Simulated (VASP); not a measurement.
# AlN (P6_3/mmc) in VASP: notebook

AlN is run at these levels: PBEsol; tasks: single point.

All numbers are computed with VASP 6.6.1; they aren't measurements. Logs are shortened: lines on timing, memory, paths and dates and some standing lists are left out, and cuts for length are marked.

## (1) The cell of the first run

It takes space group P6_3/mmc (No. 194, hexagonal). Conventional cell: a = 3.361 Å, b = 3.361 Å, c = 4.264 Å, α = 90.00°, β = 90.00°, γ = 120.00°. Al (site symmetry -6m2) has 5 N at 1.94 to 2.13 Å within 2.6 Å. Within 2.6 Å of N (site symmetry -6m2) lie 5 Al at 1.94 to 2.13 Å.

## (2) Single point, PBEsol

Input file INCAR:

```
ALGO = Normal
EDIFF = 1E-6
ENCUT = 520
GGA = PS
ISIF = 2
ISMEAR = 0
LASPH = T
LCHARG = F
LREAL = F
LWAVE = F
NBANDS = 16
NELM = 60
PREC = Accurate
SIGMA = 0.05
```

Input file KPOINTS:

```
k-points
0
Gamma
  9 9 6
```

Input file POSCAR:

```
AlN
1.0
    3.3609000000      0.0000000000      0.0000000000
   -1.6804500000      2.9106247796      0.0000000000
    0.0000000000      0.0000000000      4.2642000000
Al N
2 2
Direct
    0.3333333333      0.6666666667      0.7500000000
    0.6666666667      0.3333333333      0.2500000000
    0.3333333333      0.6666666667      0.2500000000
    0.6666666667      0.3333333333      0.7500000000
```

Potentials or basis: VASP PAW PBE potentials, release 64 (Al, N).

On the command line:

```console
cat potpaw_PBE.64/Al/POTCAR potpaw_PBE.64/N/POTCAR > POTCAR
mpirun -np 1 vasp_std > vasp.out
```

OUTCAR:

```text
EDIFF = 1E-6
   ENCUT = 520
   GGA = PS
   ISIF = 2
   ISMEAR = 0
   LASPH = T
   LREAL = F
   NELM = 60
   PREC = Accurate

 ion  position               nearest neighbor table
   1  0.333  0.667  0.750-   4 1.94   4 1.94   4 1.94   3 2.13   3 2.13   2 2.88   2 2.88   2 2.88
                             2 2.88   2 2.88   2 2.88
   2  0.667  0.333  0.250-   3 1.94   3 1.94   3 1.94   4 2.13   4 2.13   1 2.88   1 2.88   1 2.88
                             1 2.88   1 2.88   1 2.88
   3  0.333  0.667  0.250-   2 1.94   2 1.94   2 1.94   1 2.13   1 2.13
   4  0.667  0.333  0.750-   1 1.94   1 1.94   1 1.94   2 2.13   2 2.13

  LATTYP: Found a hexagonal cell.
 ALAT       =     3.3609000000
 C/A-ratio  =     1.2687672945

  Lattice vectors:

 A1 = (   3.3609000000,   0.0000000000,   0.0000000000)
 A2 = (  -1.6804500000,   2.9106247796,   0.0000000000)
 A3 = (   0.0000000000,   0.0000000000,   4.2642000000)

Analysis of symmetry for initial positions (statically):
=====================================================================
 Subroutine PRICEL returns:
 Original cell was already a primitive cell.

 Routine SETGRP: Setting up the symmetry group for a
 hexagonal supercell.

 Subroutine GETGRP returns: Found 24 space group operations
 (whereof 12 operations were pure point group operations)
 out of a pool of 24 trial point group operations.

The static configuration has the point symmetry D_3d.
 The point group associated with its full space group is D_6h.

Analysis of symmetry for dynamics (positions and initial velocities):
=====================================================================
 Subroutine PRICEL returns:
 Original cell was already a primitive cell.

 Routine SETGRP: Setting up the symmetry group for a
 hexagonal supercell.

 Subroutine GETGRP returns: Found 24 space group operations
 (whereof 12 operations were pure point group operations)
 out of a pool of 24 trial point group operations.

The dynamic configuration has the point symmetry D_3d.
 The point group associated with its full space group is D_6h.

 Subroutine INISYM returns: Found 24 space group operations
 (whereof 12 operations are pure point group operations),
 and found     1 'primitive' translations

----------------------------------------------------------------------------------------

                                     Primitive cell

  volume of cell :      41.7138

  direct lattice vectors                    reciprocal lattice vectors
     3.360900000  0.000000000  0.000000000     0.297539350  0.171784424  0.000000000
    -1.680450000  2.910624780  0.000000000     0.000000000  0.343568847  0.000000000
     0.000000000  0.000000000  4.264200000     0.000000000  0.000000000  0.234510576

  length of vectors
     3.360900000  3.360900000  4.264200000     0.343568847  0.343568847  0.234510576

  position of ions in fractional coordinates (direct lattice)
     0.333333333  0.666666667  0.750000000
     0.666666667  0.333333333  0.250000000
     0.333333333  0.666666667  0.250000000
     0.666666667  0.333333333  0.750000000

  ion indices of the primitive-cell ions
   primitive index   ion index
                 1           1
                 2           2
                 3           3
                 4           4

----------------------------------------------------------------------------------------

 KPOINTS: k-points

Automatic generation of k-mesh.
 Grid dimensions read from file:
 generate k-points for:    9    9    6

 Generating k-lattice:

  Cartesian coordinates                     Fractional coordinates (reciprocal lattice)
     0.033059928  0.019087158  0.000000000     0.111111111 -0.000000000  0.000000000
     0.000000000  0.038174316  0.000000000     0.000000000  0.111111111  0.000000000
     0.000000000  0.000000000  0.039085096     0.000000000  0.000000000  0.166666667

  Length of vectors
     0.038174316  0.038174316  0.039085096

  Shift w.r.t. Gamma in fractional coordinates (k-lattice)
     0.000000000  0.000000000  0.000000000

 Subroutine IBZKPT returns following result:
 ===========================================

 Found     48 irreducible k-points:

 Following reciprocal coordinates:
            Coordinates               Weight
  0.000000  0.000000  0.000000      1.000000
  0.111111 -0.000000  0.000000      6.000000
  0.222222 -0.000000  0.000000      6.000000
  0.333333 -0.000000  0.000000      6.000000
  0.444444 -0.000000  0.000000      6.000000
  0.111111  0.111111  0.000000      6.000000
[... 16 lines left out ...]
  0.333333  0.222222  0.166667     24.000000
  0.333333  0.333333  0.166667      4.000000
 [... further k-points ...]
   k-points           NKPTS =     48   k-points in BZ     NKDIM =     48   number of bands    NBANDS=     16
   number of dos      NEDOS =    301   number of ions     NIONS =      4
   total plane-waves  NPLWV =  25088
   dimension x,y,z NGX =    28 NGY =   28 NGZ =   32
   dimension x,y,z NGXF=    56 NGYF=   56 NGZF=   64
   ions per type =               2   2
   NGX,Y,Z   is equivalent  to a cutoff of  13.85, 13.85, 12.48 a.u.
   NGXF,Y,Z  is equivalent  to a cutoff of  27.70, 27.70, 24.95 a.u.
 SYSTEM =  unknown system
   PREC   = accura    normal or accurate (medium, high low for compatibility)
   ISTART =      0    job   : 0-new  1-cont  2-samecut
   ICHARG =      2    charge: 1-file 2-atom 10-const
   ISPIN  =      1    spin polarized calculation?
   LNONCOLLINEAR =      F non collinear calculations
   LSORBIT =      F    spin-orbit coupling
   LASPH  =      T    aspherical Exc in radial PAW
   ENCUT  =  520.0 eV  38.22 Ry    6.18 a.u.   6.25  6.25  7.93*2*pi/ulx,y,z
   NELM   =     60;   NELMIN=  2; NELMDL= -5     # of ELM steps
   EDIFF  = 0.1E-05   stopping-criterion for ELM
   LREAL  =      F    real-space projection
   EDIFFG = 0.1E-04   stopping-criterion for IOM
   NSW    =      0    number of steps for IOM
   IBRION =     -1    ionic relax: 0-MD 1-quasi-New 2-CG
   NFREE  =      0    steps in history (QN), initial steepest desc. (CG)
   ISIF   =      2    stress and relaxation
   ISYM   =      2    0-nonsym 1-usesym 2-fastsym
   POTIM  = 0.5000    time-step for ionic-motion
   TEBEG  =    0.0;   TEEND  =   0.0 temperature during run
   PSTRESS=    0.0 pullay stress
   NELECT =      16.0000    total number of electrons
   NUPDOWN=      -1.0000    fix difference up-down
   EMIN   =  10.00;   EMAX   =-10.00  energy-range for DOS
   EFERMI =   0.00;   METHOD = LEGACY
   ISMEAR =     0;   SIGMA  =   0.05  broadening in eV -4-tet -1-fermi 0-gaus
   EFERMI_NEDOS =   21; number of points for ismear=-14 and -15
   IALGO  =     38    algorithm
   IMIX   =      4    mixing-type and parameters
     AMIX     =   0.40;   BMIX     =  1.00
     AMIX_MAG =   1.60;   BMIX_MAG =  1.00
  volume/ion in A,a.u.               =      10.43        70.37
  Fermi-wavevector in a.u.,A,eV,Ry     =   1.189474  2.247780 19.250188  1.414849
  Thomas-Fermi vector in A             =   2.325581
   LORBIT       =      0    0 simple, 1 ext, 2 COOP (PROOUT), +10 PAW based schemes
   GGA     = PS    functional components
   LHFCALC =     F    Hartree Fock is set to
   AEXX    =    0.0000 exact exchange contribution
   IVDW    =     0    specifies the selected vdW correction
   LEPSILON=     F    determine dielectric tensor
   LRPA    =     F    only Hartree local field effects (RPA)
 non-spin polarized calculation
 Gauss-broadening in eV      SIGMA  =   0.05
  energy-cutoff  :      520.00
  volume of cell :       41.71
 maximum number of plane-waves:      1144
 NGX is ok and might be reduce to    28
   NGX = 13   NGY = 13   NGZ = 15

 number of electron      15.9999998 magnetization

 Free energy of the ion-electron system (eV)
  ---------------------------------------------------
  ext. energy  EPLUGINS =         0.00000000
  ---------------------------------------------------
  free energy    TOTEN  =       -30.84221749 eV

  energy without entropy =      -30.84221749  energy(sigma->0) =      -30.84221749

 E-fermi :   7.5486     XC(G=0): -11.1449

 val. band max:        7.3497890404   @ k =   0.0000   0.0000   0.0000
 cond. band min:      10.1758028708   @ k =   0.0000   0.0000   0.0000
 fundamental gap:      2.8260138305
 Fermi energy:         7.5485796798

 k-point     1 :       0.0000    0.0000    0.0000
  band No.  band energies     occupation
      1      -9.0622      2.00000
      2      -5.6380      2.00000
      3       0.6976      2.00000
      4       4.1984      2.00000
      5       4.1984      2.00000
      6       5.8014      2.00000
[... 8 lines left out ...]
     15      18.6045      0.00000
     16      19.0141      0.00000

 k-point     2 :       0.1111   -0.0000    0.0000
  band No.  band energies     occupation
      1      -8.9276      2.00000
      2      -5.6327      2.00000
      3       0.8453      2.00000
      4       3.6949      2.00000
      5       4.0053      2.00000
      6       5.2869      2.00000
[... 8 lines left out ...]
     15      18.4372      0.00000
     16      18.4453      0.00000

 k-point     3 :       0.2222   -0.0000    0.0000
  band No.  band energies     occupation
      1      -8.5425      2.00000
      2      -5.6586      2.00000
      3       1.2756      2.00000
      4       2.6185      2.00000
      5       3.6095      2.00000
      6       4.3706      2.00000
[... 8 lines left out ...]
     15      17.5053      0.00000
     16      19.2270      0.00000

 k-point     4 :       0.3333   -0.0000    0.0000
  band No.  band energies     occupation
      1      -7.9735      2.00000
      2      -5.8175      2.00000
      3       1.6325      2.00000
      4       1.9371      2.00000
      5       3.2493      2.00000
      6       3.5833      2.00000
[... 8 lines left out ...]
     15      18.2872      0.00000
     16      19.5913      0.00000

 k-point     5 :       0.4444   -0.0000    0.0000
  band No.  band energies     occupation
      1      -7.4076      2.00000
      2      -6.1223      2.00000
      3       1.0942      2.00000
      4       2.6383      2.00000
      5       3.0457      2.00000
      6       3.1290      2.00000
[... 8 lines left out ...]
     15      19.7812      0.00000
     16      19.8567      0.00000

 k-point     6 :       0.1111    0.1111    0.0000
  band No.  band energies     occupation
      1      -8.6674      2.00000
      2      -5.6425      2.00000
      3       1.1347      2.00000
      4       3.1268      2.00000
      5       3.3684      2.00000
      6       4.8396      2.00000
[... 8 lines left out ...]
     15      18.0596      0.00000
     16      19.0645      0.00000
[... 267 lines left out ...]
 k-point    21 :       0.4444    0.1111    0.1667
  band No.  band energies     occupation
      1      -7.1205      2.00000
      2      -6.2536      2.00000
      3       0.6860      2.00000
      4       2.1697      2.00000
      5       2.5870      2.00000
      6       3.8772      2.00000
[... 8 lines left out ...]
     15      18.8668      0.00000
     16      20.0907      0.00000

 k-point    22 :       0.2222    0.2222    0.1667
  band No.  band energies     occupation
      1      -7.5409      2.00000
      2      -6.0291      2.00000
      3       1.2753      2.00000
      4       1.6365      2.00000
      5       3.1847      2.00000
      6       3.6972      2.00000
[... 8 lines left out ...]
     15      18.7253      0.00000
     16      19.9479      0.00000

 k-point    23 :       0.3333    0.2222    0.1667
  band No.  band energies     occupation
      1      -7.0246      2.00000
      2      -6.2764      2.00000
      3       1.0039      2.00000
      4       1.7296      2.00000
      5       2.4230      2.00000
      6       4.2034      2.00000
[... 8 lines left out ...]
     15      18.4925      0.00000
     16      20.0144      0.00000

 k-point    24 :       0.3333    0.3333    0.1667
  band No.  band energies     occupation
      1      -6.6003      2.00000
      2      -6.6003      2.00000
      3       1.0467      2.00000
      4       1.9035      2.00000
      5       1.9035      2.00000
      6       4.3970      2.00000
[... 8 lines left out ...]
     15      18.1945      0.00000
     16      19.7525      0.00000

 [... further k-points ...]

------------------------ aborting loop because EDIFF is reached ----------------------------------------

  FORCE on cell =-STRESS in cart. coord.  units (eV):
  Direction    XX          YY          ZZ          XY          YZ          ZX
  --------------------------------------------------------------------------------------
  -------------------------------------------------------------------------------------
  Total       -3.2074650     -3.2074650     -3.0631725      0.0000000     -0.0000000     -0.0000000
  in kB     -123.1950130   -123.1950130   -117.6529054      0.0000000     -0.0000000     -0.0000000
  external PRESSURE =    -121.3476438 kB  Pullay stress =       0.0000000 kB

 VOLUME and BASIS-vectors are now :
 -----------------------------------------------------------------------------
  energy-cutoff  :      520.00
  volume of cell :       41.71
      direct lattice vectors                 reciprocal lattice vectors
     3.360900000  0.000000000  0.000000000     0.297539350  0.171784424  0.000000000
    -1.680450000  2.910624780  0.000000000     0.000000000  0.343568847  0.000000000
     0.000000000  0.000000000  4.264200000     0.000000000  0.000000000  0.234510576

 POSITION                                       TOTAL-FORCE (eV/Angst)
 -----------------------------------------------------------------------------------
     -0.00000      1.94042      3.19815        -0.000000     -0.000000     -0.000000
      1.68045      0.97021      1.06605        -0.000000      0.000000      0.000000
     -0.00000      1.94042      1.06605         0.000000     -0.000000      0.000000
      1.68045      0.97021      3.19815        -0.000000      0.000000      0.000000
 -----------------------------------------------------------------------------------
    total drift:                               -0.000000      0.000000      0.000000

  FREE ENERGIE OF THE ION-ELECTRON SYSTEM (eV)
  ---------------------------------------------------
  free  energy   TOTEN  =       -30.8422174902 eV

  energy  without entropy=      -30.8422174902  energy(sigma->0) =      -30.84221749
```

Wall time 24 s (1 thread of Intel Xeon 6975P-C, shared host); peak memory 0.17 GiB.

What came out:

```yaml
Free_energy: -30.8422 eV
Pressure: -12.1 GPa
Band_gap_on_the_k_mesh: 2.83 eV, direct
```

Caveat: the PAW data sets were made with another functional, which shifts forces and pressure a little. A hybrid or GW would open this gap; PBEsol tends to underestimate it.

## (3) Single point, PBEsol

This run uses another cell than the first one, of 10.33 Å³/atom, 0.990 times its volume.

Input file INCAR:

```
PREC = Accurate
ENCUT = 520
EDIFF = 1E-6
ISMEAR = 0
SIGMA = 0.05
LREAL = False
LASPH = True
NELM = 60
ALGO = Normal
ISIF = 2
LWAVE = False
LCHARG = False
GGA = PS
NBANDS = 16
```

Input file KPOINTS:

```
Automatic mesh
0
Gamma
  9 9 6
```

Changes to POSCAR since step 2:

```diff
@@ -4,3 +4,3 @@
    -1.6804500000      2.9106247796      0.0000000000
-    0.0000000000      0.0000000000      4.2642000000
+    0.0000000000      0.0000000000      4.2228000000
 Al N
```

Potentials or basis: VASP PAW PBE potentials, release 64 (Al, N).

On the command line:

```console
cat potpaw_PBE.64/Al/POTCAR potpaw_PBE.64/N/POTCAR > POTCAR
mpirun -np 1 vasp_std > vasp.out
```

Wall time 21 s (1 thread of Intel Xeon 6975P-C, shared host); peak memory 0.17 GiB.

It converged, with:

```
Free energy            : -30.8692 eV
Pressure               : -10.7 GPa
Band gap on the k mesh : 2.93 eV, direct
```

Stress tensor (GPa, compression positive):
```
-11.22   0.00   0.00
  0.00 -11.22   0.00
  0.00   0.00  -9.72
```

Levels at points of the mesh, in eV from the valence-band top:
| k point | band 5 | band 6 | band 7 | band 8 | band 9 | band 10 | band 11 | band 12 |
| --- | --- | --- | --- | --- | --- | --- | --- | --- |
| (0.00, 0.00, 0.00) | -3.17 | -1.51 | -1.51 | 0.00 | 2.93 | 4.04 | 7.93 | 7.93 |
| (0.00, 0.00, 0.50) | -2.38 | -2.38 | -2.38 | -2.38 | 5.36 | 5.36 | 8.12 | 8.12 |

Caveat: the PAW data sets were made with another functional, which shifts forces and pressure a little.

(Part 1 of 2 ends here.)
